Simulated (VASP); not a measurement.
Crystal: Cu.

```xyz
1
Lattice="0.0000 1.8075 1.8075 1.8075 0.0000 1.8075 1.8075 1.8075 0.0000" Properties=species:S:1:pos:R:3 pbc="T T T"
Cu    0.0000    0.0000    0.0000
```

```yaml
Program: VASP 6.6.1
Task: relaxation of cell and atoms
Functional: BLYP
Potentials_or_basis: VASP PAW PBE potentials, release 64 (Cu)
Cutoff: 600 eV
k_mesh: 15 × 15 × 15
Occupations: fermi-dirac, width 0.1 eV
Spin: no spin polarisation
```

At the start: pressure 10.5 GPa; volume 11.81 Å³/atom.

**Question.** How do energy, volume and symmetry change on relaxing?

**Answer.** Over 3 steps the energy falls by 28.7 meV/atom and the volume is 12.76 Å³/atom (+8.0 %); space group Fm-3m (No. 225, to 0.05 Å).

The path:
```csv
step,energy change (eV),largest force (eV/Å),pressure (GPa),volume (Å³)
1,0.0000,0.0000,10.48,11.81
2,-0.0242,0.0000,-3.37,13.18
3,-0.0287,0.0000,-0.01,12.76
```

Final structure:
```cif
data_structure
_symmetry_space_group_name_H-M 'P 1'
_symmetry_Int_Tables_number 1
_cell_length_a 2.6227
_cell_length_b 2.6227
_cell_length_c 2.6227
_cell_angle_alpha 60.000
_cell_angle_beta 60.000
_cell_angle_gamma 60.000
_cell_volume 12.76
loop_
_atom_site_label
_atom_site_type_symbol
_atom_site_fract_x
_atom_site_fract_y
_atom_site_fract_z
_atom_site_occupancy
Cu1 Cu 0.00000 0.00000 0.00000 1
```

Caveat: the PAW data sets were made with another functional, which shifts forces and pressure a little.
